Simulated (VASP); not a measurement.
A run of VASP 6.6.1:

The input POSCAR:

```
Li4Si
1.0
   -2.9632886178      2.9632886178      2.9632886178
    2.9632886178     -2.9632886178      2.9632886178
    2.9632886178      2.9632886178     -2.9632886178
Li Si
4 1
Direct
    0.5000000000      0.5000000000      0.5000000000
    0.0000000000      0.0000000000      0.5000000000
    0.0000000000      0.5000000000      0.0000000000
    0.5000000000      0.0000000000      0.0000000000
    0.0000000000      0.0000000000      0.0000000000
```

The input INCAR.step1:

```
SYSTEM = Li4Si
PREC = Accurate
ENCUT = 520
EDIFF = 1E-6
ISMEAR = 0
SIGMA = 0.02
LREAL = .False.
LASPH = .True.
NELM = 100
ALGO = Normal
ISIF = 2
LWAVE = .False.
LCHARG = .True.
GGA = PE
NBANDS = 16
```

The input KPOINTS.step1:

```
regular mesh
0
Gamma
  8 8 8
  0 0 0
```

Contents of INCAR.step2:

```
SYSTEM = Li4Si
PREC = Accurate
ENCUT = 520
EDIFF = 1E-6
ISMEAR = -5
SIGMA = 0.02
LREAL = .False.
LASPH = .True.
NELM = 100
ALGO = Normal
ISIF = 2
LWAVE = .False.
LCHARG = .False.
GGA = PE
LORBIT = 11
NEDOS = 2001
ICHARG = 11
```

KPOINTS.step2

```
regular mesh
0
Gamma
  12 12 12
  0 0 0
```

Potentials or basis: VASP PAW PBE potentials, release 64 (Li_sv, Si).

The run is started by

```bash
$ cat potpaw_PBE.64/Li_sv/POTCAR potpaw_PBE.64/Si/POTCAR > POTCAR
$ cp INCAR.step1 INCAR
$ cp KPOINTS.step1 KPOINTS
$ mpirun -np 1 vasp_std > vasp.out
$ cp INCAR.step2 INCAR
$ cp KPOINTS.step2 KPOINTS
$ mpirun -np 1 vasp_std > vasp.out
```

Hardware: 1 thread of Intel(R) Xeon(R) Platinum 8488C (Sapphire Rapids), on a shared host.

Problem. How long does it take, and how much memory?

Solution. Run time: 61 s on 1 thread of Intel(R) Xeon(R) Platinum 8488C (Sapphire Rapids) (shared host), peak memory 0.26 GiB. Counts: k points 72.
